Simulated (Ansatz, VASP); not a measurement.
**Two plane-wave programs on ZnCu**

File INCAR:

```
PREC = Accurate
ENCUT = 520
EDIFF = 1E-6
ISMEAR = 0
SIGMA = 0.15
LREAL = F
LASPH = T
NELM = 100
ALGO = Fast
ISIF = 2
LWAVE = F
LCHARG = T
GGA = PS
LELF = T
LVHAR = T
NBANDS = 18
```

KPOINTS

```
Automatic mesh
0
Gamma
  16 16 16
```

POSCAR

```
ZnCu
1.0
    2.4715719748      0.0000000000      0.0000000000
    0.0000000000      2.6896518550      0.0000000000
    0.0000000000      0.0000000000      2.9077317351
Zn Cu
1 1
Direct
    0.5000000000      0.5000000000      0.5000000000
    0.0000000000      0.0000000000      0.0000000000
```

Input for Ansatz:

```yaml
crystal:
  lattice:
    - [2.4715719748, 0.0, 0.0]
    - [0.0, 2.689651855, 0.0]
    - [0.0, 0.0, 2.9077317351]
  atoms:
    - { symbol: Zn, position: [0.5, 0.5, 0.5] }
    - { symbol: Cu, position: [0.0, 0.0, 0.0] }
basis:
  ecutwfc: 520.0
kpoints:
  mp_grid: { grid: [16, 16, 16] }
hamiltonian:
  xc: pbesol
  pseudopotentials: { kind: paw }
scf:
  occupations: { method: gaussian, width: 0.15 }
output:
  forces: true
  stress: true
  eigenvalues: true
```

Change from the starting cell: normal strain along x -0.1500, normal strain along y -0.0750.

Alike in both runs: task single point; functional PBEsol; k mesh 16 × 16 × 16; occupations gaussian, width 0.15 eV; no spin polarisation.

|  | VASP | Ansatz |
| --- | --- | --- |
| version | VASP 6.6.1 | Ansatz 0.2.0 |
| potentials or method | VASP PAW PBE potentials, release 64 (Zn, Cu), cutoff 520 eV | scalar-relativistic, plane waves, PAW |
| valence electrons in the cell | 23 | 31 |

Ansatz gave:

| Property | Result |
| --- | --- |
| gap on the k mesh at the Fermi level (eV) | none |
| pressure (GPa) | 60.6 |
| traceless stress, the component that is largest in VASP (GPa) | 6.00 |

Question: Estimate VASP's values.

Answer: gap on the k mesh at the Fermi level (eV): none; pressure (GPa): 61.9; traceless stress, the component that is largest in VASP (GPa): 6.12.

VASP's potentials were made for PBE, not for PBEsol. A gap of «none» marks a metal or a gap that the smearing closes. Both programs put the cell under a high pressure, so it lies far from rest at this level. VASP's potentials hold 23 valence electrons a cell and Ansatz's 31, so a difference there can come from the potentials and not from the codes.

Noted on VASP's run: the cell as given lies far from equilibrium.
